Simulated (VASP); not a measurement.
# SnO (Pmn2_1) in VASP: a series of runs, part 3 of 3

VASP 6.6.1. The steps go on from the part before.

### Step 6. Single point, PBEsol

INCAR

```
PREC = Accurate
ENCUT = 520
EDIFF = 1E-6
ISMEAR = 0
SIGMA = 0.02
LREAL = F
LASPH = T
NELM = 60
ALGO = Normal
ISIF = 2
LWAVE = F
LCHARG = F
GGA = PS
NBANDS = 28
```

KPOINTS

```
Automatic mesh
0
Gamma
  8 6 8
```

POSCAR

```
SnO
1.0
    3.3156086192      0.0000000000      0.0000000000
    0.0000000000      5.7050002121      0.0000000000
    0.0000000000      0.0000000000      3.8941647112
Sn O
2 2
Direct
    0.0000000000      0.2337881461      0.5261742566
    0.5000000000      0.7662118539      0.0261742566
    0.0000000000      0.8853566278      0.7238267434
    0.5000000000      0.1146433722      0.2238267434
```

Potentials or basis: VASP PAW PBE potentials, release 64 (Sn_d, O).

Run with:

```sh
cat potpaw_PBE.64/Sn_d/POTCAR potpaw_PBE.64/O/POTCAR > POTCAR
mpirun -np 1 vasp_std > vasp.out
```

OUTCAR:

```text
PREC = Accurate
   ENCUT = 520
   EDIFF = 1E-6
   ISMEAR = 0
   LREAL = F
   LASPH = T
   NELM = 60
   ISIF = 2
   GGA = PS

 ion  position               nearest neighbor table
   1  0.000  0.234  0.526-   3 2.13   4 2.14   4 2.14   2 3.70   2 3.70   2 3.70   2 3.70
   2  0.500  0.766  0.026-   4 2.13   3 2.14   3 2.14   1 3.70   1 3.70   1 3.70   1 3.70
   3  0.000  0.885  0.724-   1 2.13   2 2.14   2 2.14
   4  0.500  0.115  0.224-   2 2.13   1 2.14   1 2.14

  LATTYP: Found a simple orthorhombic cell.
 ALAT       =     3.3156086192
 B/A-ratio  =     1.1744946881
 C/A-ratio  =     1.7206494696

  Lattice vectors:

 A1 = (  -3.3156086192,   0.0000000000,   0.0000000000)
 A2 = (   0.0000000000,   0.0000000000,   3.8941647112)
 A3 = (   0.0000000000,   5.7050002121,   0.0000000000)

Analysis of symmetry for initial positions (statically):
=====================================================================
 Subroutine PRICEL returns:
 Original cell was already a primitive cell.

 Routine SETGRP: Setting up the symmetry group for a
 simple orthorhombic supercell.

 Subroutine GETGRP returns: Found  4 space group operations
 (whereof  2 operations were pure point group operations)
 out of a pool of  8 trial point group operations.

The static configuration has the point symmetry C_1h.
 The point group associated with its full space group is C_2v.

Analysis of symmetry for dynamics (positions and initial velocities):
=====================================================================
 Subroutine PRICEL returns:
 Original cell was already a primitive cell.

 Routine SETGRP: Setting up the symmetry group for a
 simple orthorhombic supercell.

 Subroutine GETGRP returns: Found  4 space group operations
 (whereof  2 operations were pure point group operations)
 out of a pool of  8 trial point group operations.

The dynamic configuration has the point symmetry C_1h.
 The point group associated with its full space group is C_2v.

 Subroutine INISYM returns: Found  4 space group operations
 (whereof  2 operations are pure point group operations),
 and found     1 'primitive' translations

----------------------------------------------------------------------------------------

                                     Primitive cell

  volume of cell :      73.6603

  direct lattice vectors                    reciprocal lattice vectors
     3.315608619  0.000000000  0.000000000     0.301603752  0.000000000  0.000000000
     0.000000000  5.705000212  0.000000000     0.000000000  0.175284831  0.000000000
     0.000000000  0.000000000  3.894164711     0.000000000  0.000000000  0.256794479

  length of vectors
     3.315608619  5.705000212  3.894164711     0.301603752  0.175284831  0.256794479

  position of ions in fractional coordinates (direct lattice)
     0.000000000  0.233788146  0.526174257
     0.500000000  0.766211854  0.026174257
     0.000000000  0.885356628  0.723826743
     0.500000000  0.114643372  0.223826743

  ion indices of the primitive-cell ions
   primitive index   ion index
                 1           1
                 2           2
                 3           3
                 4           4

----------------------------------------------------------------------------------------

 KPOINTS: Automatic mesh

Automatic generation of k-mesh.
 Grid dimensions read from file:
 generate k-points for:    8    6    8

 Generating k-lattice:

  Cartesian coordinates                     Fractional coordinates (reciprocal lattice)
     0.037700469  0.000000000  0.000000000     0.125000000  0.000000000  0.000000000
     0.000000000  0.029214139  0.000000000     0.000000000  0.166666667  0.000000000
     0.000000000  0.000000000  0.032099310     0.000000000  0.000000000  0.125000000

  Length of vectors
     0.037700469  0.029214139  0.032099310

  Shift w.r.t. Gamma in fractional coordinates (k-lattice)
     0.000000000  0.000000000  0.000000000

 Subroutine IBZKPT returns following result:
 ===========================================

 Found    100 irreducible k-points:

 Following reciprocal coordinates:
            Coordinates               Weight
  0.000000  0.000000  0.000000      1.000000
  0.125000  0.000000  0.000000      2.000000
  0.250000  0.000000  0.000000      2.000000
  0.375000  0.000000  0.000000      2.000000
  0.500000  0.000000  0.000000      1.000000
  0.000000  0.166667  0.000000      2.000000
[... 16 lines left out ...]
  0.250000  0.000000  0.125000      4.000000
  0.375000  0.000000  0.125000      4.000000
 [... further k-points ...]
   k-points           NKPTS =    100   k-points in BZ     NKDIM =    100   number of bands    NBANDS=     28
   number of dos      NEDOS =    301   number of ions     NIONS =      4
   total plane-waves  NPLWV =  35280
   dimension x,y,z NGX =    28 NGY =   42 NGZ =   30
   dimension x,y,z NGXF=    56 NGYF=   84 NGZF=   60
   ions per type =               2   2
   NGX,Y,Z   is equivalent  to a cutoff of  14.04, 12.24, 12.81 a.u.
   NGXF,Y,Z  is equivalent  to a cutoff of  28.08, 24.48, 25.61 a.u.
 SYSTEM =  unknown system
   PREC   = accura    normal or accurate (medium, high low for compatibility)
   ISTART =      0    job   : 0-new  1-cont  2-samecut
   ICHARG =      2    charge: 1-file 2-atom 10-const
   ISPIN  =      1    spin polarized calculation?
   LNONCOLLINEAR =      F non collinear calculations
   LSORBIT =      F    spin-orbit coupling
   LASPH  =      T    aspherical Exc in radial PAW
   ENCUT  =  520.0 eV  38.22 Ry    6.18 a.u.   6.16 10.61  7.24*2*pi/ulx,y,z
   NELM   =     60;   NELMIN=  2; NELMDL= -5     # of ELM steps
   EDIFF  = 0.1E-05   stopping-criterion for ELM
   LREAL  =      F    real-space projection
[... 7 lines left out ...]
   TEBEG  =    0.0;   TEEND  =   0.0 temperature during run
   PSTRESS=    0.0 pullay stress
   NELECT =      40.0000    total number of electrons
   NUPDOWN=      -1.0000    fix difference up-down
   EMIN   =  10.00;   EMAX   =-10.00  energy-range for DOS
   EFERMI =   0.00;   METHOD = LEGACY
   ISMEAR =     0;   SIGMA  =   0.02  broadening in eV -4-tet -1-fermi 0-gaus
   EFERMI_NEDOS =   21; number of points for ismear=-14 and -15
   IALGO  =     38    algorithm
   IMIX   =      4    mixing-type and parameters
     AMIX     =   0.40;   BMIX     =  1.00
     AMIX_MAG =   1.60;   BMIX_MAG =  1.00
  volume/ion in A,a.u.               =      18.42       124.27
  Fermi-wavevector in a.u.,A,eV,Ry     =   1.335623  2.523961 24.271265  1.783888
  Thomas-Fermi vector in A             =   2.464312
   LORBIT       =      0    0 simple, 1 ext, 2 COOP (PROOUT), +10 PAW based schemes
   GGA     = PS    functional components
   LHFCALC =     F    Hartree Fock is set to
   AEXX    =    0.0000 exact exchange contribution
   IVDW    =     0    specifies the selected vdW correction
   LEPSILON=     F    determine dielectric tensor
   LRPA    =     F    only Hartree local field effects (RPA)
 non-spin polarized calculation
 Gauss-broadening in eV      SIGMA  =   0.02
  energy-cutoff  :      520.00
  volume of cell :       73.66
 maximum number of plane-waves:      2004
 NGX is ok and might be reduce to    28
   NGX = 13   NGY = 21   NGZ = 15

 number of electron      40.0000014 magnetization

 Free energy of the ion-electron system (eV)
  ---------------------------------------------------
  ext. energy  EPLUGINS =         0.00000000
  ---------------------------------------------------
  free energy    TOTEN  =       -23.83268463 eV

  energy without entropy =      -23.83268463  energy(sigma->0) =      -23.83268463

 E-fermi :   5.7588     XC(G=0): -10.2409

 val. band max:        5.6434771180   @ k =   0.0000   0.0000   0.0000
 cond. band min:       6.8725227593   @ k =   0.3750   0.5000   0.0000
 fundamental gap:      1.2290456413
 Fermi energy:         5.7588148966

 k-point     1 :       0.0000    0.0000    0.0000
  band No.  band energies     occupation
      1     -15.5749      2.00000
      2     -15.2095      2.00000
      3     -15.1266      2.00000
      4     -15.0770      2.00000
      5     -15.0484      2.00000
      6     -15.0339      2.00000
[... 20 lines left out ...]
     27      14.7917      0.00000
[... 691 lines left out ...]
      6     -15.0351      2.00000
[... 20 lines left out ...]
     27      15.0544      0.00000
     28      16.2995      0.00000

 [... further k-points ...]

------------------------ aborting loop because EDIFF is reached ----------------------------------------

  FORCE on cell =-STRESS in cart. coord.  units (eV):
  Direction    XX          YY          ZZ          XY          YZ          ZX
  --------------------------------------------------------------------------------------
  -------------------------------------------------------------------------------------
  Total        0.1338233      0.1467279      0.0550667      0.0000000      0.0000000      0.0000000
  in kB        2.9107776      3.1914644      1.1977515      0.0000000      0.0000000      0.0000000
  external PRESSURE =       2.4333312 kB  Pullay stress =       0.0000000 kB

 VOLUME and BASIS-vectors are now :
 -----------------------------------------------------------------------------
  energy-cutoff  :      520.00
  volume of cell :       73.66
      direct lattice vectors                 reciprocal lattice vectors
     3.315608619  0.000000000  0.000000000     0.301603752  0.000000000  0.000000000
     0.000000000  5.705000212  0.000000000     0.000000000  0.175284831  0.000000000
     0.000000000  0.000000000  3.894164711     0.000000000  0.000000000  0.256794479

 POSITION                                       TOTAL-FORCE (eV/Angst)
 -----------------------------------------------------------------------------------
      0.00000      1.33376      2.04901         0.000000      0.080230      0.029970
      1.65780      4.37124      0.10193         0.000000     -0.080230      0.029970
      0.00000      5.05096      2.81870         0.000000      0.002231     -0.029970
      1.65780      0.65404      0.87162         0.000000     -0.002231     -0.029970
 -----------------------------------------------------------------------------------
    total drift:                                0.000000      0.000000     -0.000777

  FREE ENERGIE OF THE ION-ELECTRON SYSTEM (eV)
  ---------------------------------------------------
  free  energy   TOTEN  =       -23.8326846264 eV

  energy  without entropy=      -23.8326846264  energy(sigma->0) =      -23.83268463
```

OSZICAR:

```text
N       E                     dE             d eps       ncg     rms          rms(c)
DAV:   1     0.434616471438E+03    0.43462E+03   -0.20326E+04  5768   0.217E+03
DAV:   2     0.401275979821E+02   -0.39449E+03   -0.37826E+03  5812   0.547E+02
DAV:   3    -0.240882823664E+02   -0.64216E+02   -0.63198E+02  6416   0.187E+02
DAV:   4    -0.271586858404E+02   -0.30704E+01   -0.30547E+01  6536   0.438E+01
DAV:   5    -0.272334174494E+02   -0.74732E-01   -0.74720E-01  6192   0.735E+00    0.110E+01
DAV:   6    -0.239434517655E+02    0.32900E+01   -0.15187E+01  9192   0.451E+01    0.509E+00
DAV:   7    -0.238752478407E+02    0.68204E-01   -0.18907E+00  6520   0.859E+00    0.251E+00
DAV:   8    -0.238433250448E+02    0.31923E-01   -0.31871E-01  6760   0.380E+00    0.764E-01
DAV:   9    -0.238319558342E+02    0.11369E-01   -0.43553E-02  9192   0.226E+00    0.221E-01
DAV:  10    -0.238330675447E+02   -0.11117E-02   -0.72417E-03  7980   0.789E-01    0.135E-01
DAV:  11    -0.238326695441E+02    0.39800E-03   -0.18974E-03  8800   0.433E-01    0.252E-02
DAV:  12    -0.238326885251E+02   -0.18981E-04   -0.23548E-04  5996   0.102E-01    0.265E-02
DAV:  13    -0.238326850791E+02    0.34460E-05   -0.22546E-05  7788   0.383E-02    0.543E-03
DAV:  14    -0.238326846264E+02    0.45267E-06   -0.64348E-07  3584   0.774E-03
   1 F= -.23832685E+02 E0= -.23832685E+02  d E =-.105874E-18
```

stdout:

```text
POSCAR found type information on POSCAR SnO
 POSCAR found :  2 types and       4 ions
 scaLAPACK will be used
 -----------------------------------------------------------------------------
|                                                                             |
|                                                                             |
|     You enforced a specific xc type in the INCAR file but a different       |
|     I HOPE YOU KNOW WHAT YOU ARE DOING!                                     |
|                                                                             |
 -----------------------------------------------------------------------------

 LDA part: xc-table for (Slater+PW92), standard interpolation
 POSCAR, INCAR and KPOINTS ok, starting setup
 FFT: planning ... GRIDC
 FFT: planning ... GRID_SOFT
 FFT: planning ... GRID
 WAVECAR not read
 entering main loop
```

Wall time 69 s (1 thread of Intel Xeon 6975P-C (Granite Rapids), shared host); peak memory 0.29 GiB.

Results:

```yaml
Free_energy: -23.8327 eV
Pressure: 0.2 GPa
Largest_force: 0.086 eV/Å
Band_gap_on_the_k_mesh: 1.23 eV (least direct gap 1.85 eV)
```

Forces on the atoms (eV/Å):
```
Sn   0.000  0.080  0.030
Sn   0.000 -0.080  0.030
O    0.000  0.002 -0.030
O    0.000 -0.002 -0.030
```

Caveat: the PAW data sets were made with another functional, which shifts forces and pressure a little; spin-orbit coupling is left out, which moves the levels of the heavy elements. A k mesh can miss the band edges.

### Step 7. Single point, PBEsol (18.97 Å³/atom)

This run uses another cell than the first one, of 18.97 Å³/atom.

INCAR

```
  PREC = Accurate
  ENCUT = 520
  EDIFF = 1E-7
  ISMEAR = 0
  SIGMA = 0.02
  LREAL = F
  LASPH = T
  NELM = 100
  ALGO = Normal
  ISIF = 2
  LWAVE = F
  LCHARG = F
  GGA = PS
  NBANDS = 28
```

KPOINTS is that of step 6.

POSCAR

```
SnO
1.0
    3.3229655731      0.0000000000      0.0000000000
    0.0000000000      5.7574841428      0.0000000000
    0.0000000000      0.0000000000      3.9656271028
Sn O
2 2
Direct
    0.0000000000      0.2305214686      0.5217671741
    0.5000000000      0.7694785314      0.0217671741
    0.0000000000      0.8889839705      0.7282338259
    0.5000000000      0.1110160295      0.2282338259
```

Run with:

```sh
cat potpaw_PBE.64/Sn_d/POTCAR potpaw_PBE.64/O/POTCAR > POTCAR
mpirun -np 1 vasp_std > vasp.out
```

Run time: 81 s. Hardware: 1 thread of Intel Xeon 6975P-C (Granite Rapids), shared host; peak memory 0.31 GiB.

The run converged. Its results:

```
Free energy            : -23.8297 eV
Pressure               : -0.2 GPa
Largest force          : 0.084 eV/Å
Band gap on the k mesh : 1.32 eV (least direct gap 1.97 eV)
```

Forces on the atoms (eV/Å):
```
Sn   0.000  0.079  0.030
Sn   0.000 -0.079  0.030
O    0.000 -0.001 -0.030
O    0.000  0.001 -0.030
```

Levels at points of the mesh, in eV from the valence-band top:
```csv
k point,band 16,band 17,band 18,band 19,band 20,band 21,band 22,band 23,band 24,band 25
"(0.00, 0.00, 0.00)",-4.08,-3.78,-2.74,-2.20,0.00,3.09,3.14,6.11,6.18,8.15
"(0.50, 0.00, 0.00)",-4.53,-2.76,-2.76,-1.26,-1.26,2.48,2.48,5.75,5.75,6.88
"(0.00, 0.50, 0.00)",-4.08,-4.05,-2.76,-1.82,-1.54,3.28,4.35,5.01,5.35,7.04
"(0.50, 0.50, 0.00)",-4.34,-2.79,-2.79,-1.03,-1.03,1.93,1.93,6.43,6.43,7.19
"(0.00, 0.00, 0.50)",-3.65,-3.33,-3.33,-1.59,-1.59,2.49,2.49,5.37,5.37,8.04
"(0.50, 0.00, 0.50)",-4.27,-3.47,-3.47,-1.10,-1.10,2.18,2.18,4.49,4.49,7.00
"(0.00, 0.50, 0.50)",-3.33,-3.10,-3.10,-1.53,-1.53,1.89,1.89,5.90,5.90,7.92
"(0.50, 0.50, 0.50)",-4.40,-3.71,-3.71,-0.45,-0.45,2.42,2.42,4.11,4.11,6.19
```

Caveat: the PAW data sets were made with another functional, which shifts forces and pressure a little; spin-orbit coupling is left out, which moves the levels of the heavy elements.

### Step 8. Summary

| task | cell | k mesh | cutoff (eV) | gap on the mesh (eV) | pressure (GPa) | largest force (eV/Å) |
| --- | --- | --- | --- | --- | --- | --- |
| relaxation of cell and atoms | relaxed from a = 3.316, b = 5.705, c = 3.894 Å, 4 atoms, atomic positions A | 8 × 6 × 8 | 600 | 1.19 | 0.0 | - |
| single point | a = 3.316, b = 5.705, c = 3.894 Å, 4 atoms, atomic positions A | 8 × 6 × 6 | 520 | 1.23 | 0.2 | 0.09 |
| single point | a = 3.305, b = 5.638, c = 3.715 Å, 4 atoms, atomic positions B | 8 × 6 × 8 | 520 | 1.07 | 1.5 | 0.09 |
| single point | a = 3.311, b = 5.670, c = 3.806 Å, 4 atoms, atomic positions C | 8 × 6 × 8 | 520 | 1.15 | 0.8 | 0.09 |
| single point | a = 3.316, b = 5.705, c = 3.894 Å, 4 atoms, atomic positions A | 8 × 6 × 8 | 520 | 1.23 | 0.2 | 0.09 |
| single point | a = 3.323, b = 5.757, c = 3.966 Å, 4 atoms, atomic positions D | 8 × 6 × 8 | 520 | 1.32 | -0.2 | 0.08 |

Alike in all rows: level PBEsol; potentials or basis VASP PAW PBE potentials, release 64 (Sn_d, O); no spin polarisation; smearing gaussian 0.02 eV.

Caveats: the PAW data sets were made with another functional, which shifts forces and pressure a little; spin-orbit coupling is left out, which moves the levels of the heavy elements.

Absolute energies hang on the potentials; compare differences alone.
